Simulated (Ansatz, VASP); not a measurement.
**K2Ge: VASP beside Ansatz**

```
K Ge
1.0
     6.10928    0.00000    0.00000
     0.00000    6.10928    0.00000
     0.00000    0.00000    3.50882
K Ge
2 1
Direct
  0.00000 0.50000 0.50000
  0.50000 0.00000 0.50000
  0.50000 0.50000 0.00000
```

Alike in both runs: functional PBE; k mesh 8 × 8 × 14; occupations gaussian, width 0.1 eV; no spin polarisation.

Ansatz relaxed the structure, and its values are those at the end. VASP's run is a single point on that final structure, the one shown.

|  | VASP | Ansatz |
| --- | --- | --- |
| version | VASP 6.6.1 | Ansatz 0.2.0 |
| potentials or method | VASP PAW PBE potentials, release 64 (K_sv, Ge_d), cutoff 520 eV | scalar-relativistic, plane waves, PAW |
| valence electrons in the cell | 32 | 32 |

```csv
,VASP,Ansatz,Ansatz less VASP
gap on the k mesh at the Fermi level (eV),none,none,-
pressure (GPa),0.0,0.0,+0.02
```

A gap of «none» marks a metal or a gap that the smearing closes. The functional is the same, so the differences come from potentials, cutoffs and numerics.
